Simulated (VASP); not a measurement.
Crystal: TaRh3.

```
Ta Rh
1.0
     3.82128    0.00000    0.00000
     0.00000    3.82128    0.00000
     0.00000    0.00000    3.82128
Ta Rh
1 3
Cartesian
  0.0000 0.0000 0.0000
  0.0000 1.9106 1.9106
  1.9106 0.0000 1.9106
  1.9106 1.9106 0.0000
```

Base run:

* Program: VASP 6.6.1
* Functional: LDA
* Potentials or basis: VASP PAW LDA potentials, release 64 (Ta_sv_GW, Rh_sv_GW)
* Cutoff: 530 eV
* k mesh: 12 × 12 × 12
* Occupations: fermi-dirac, width 0.15 eV
* Spin: no spin polarisation

Its results: band gap on the k mesh zero (band 32 reaches 12.58 eV, above the bottom of band 33 at 10.48 eV); pressure -1.4 GPa.

Problem. The run is repeated on the same cell with these changes: potentials or basis from VASP PAW LDA potentials, release 64 (Ta_sv_GW, Rh_sv_GW) to VASP PAW LDA potentials, release 64 (Ta_pv, Rh_pv); cutoff from 530 eV to 520 eV; further incar settings from ALGO = Normal; EDIFF = 1e-06; NBANDS = 40 to ALGO = Normal; EDIFF = 1e-06; NBANDS = 36; valence electrons from 64 to 56. What comes out?

Solution. Band gap on the k mesh zero (band 28 reaches 11.86 eV, above the bottom of band 29 at 9.76 eV); pressure 1.1 GPa.

Caveats: spin-orbit coupling is left out, which moves the levels of the heavy elements.
